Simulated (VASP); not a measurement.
Here is a VASP 6.6.1 calculation.

Contents of INCAR:

```
PREC = Accurate
ENCUT = 520
EDIFF = 1E-7
ISMEAR = -1
SIGMA = 0.02
LREAL = False
LASPH = True
NELM = 100
ALGO = Normal
ISIF = 2
LWAVE = False
LCHARG = True
GGA = PE
LELF = True
LVHAR = True
NBANDS = 15
```

File KPOINTS:

```
Automatic mesh
0
Gamma
  6 6 6
```

Contents of POSCAR:

```
RbBr
1.0
    0.0000000000      3.3909232400      3.4608320474
    3.4608320474      0.0000000000      3.4608320474
    3.4608320474      3.3909232400      0.0000000000
Rb Br
1 1
Direct
    0.0000000000      0.0000000000      0.0000000000
    0.5000000000      0.5000000000      0.5000000000
```

Potentials or basis: VASP PAW PBE potentials, release 64 (Rb_sv, Br).

The run is started by

```bash
$ cat potpaw_PBE.64/Rb_sv/POTCAR potpaw_PBE.64/Br/POTCAR > POTCAR
$ mpirun -np 1 vasp_std > vasp.out
```

What does it give for the pressure?

0.9 GPa.

What does it give for the band gap on the k mesh?

4.32 eV, direct.

Stress tensor (GPa, compression positive):
```
0.67 0.00 0.00
0.00 1.36 0.00
0.00 0.00 0.67
```

Caveat: the cell differs from its parent crystal (uniaxial y strain -2.0%).
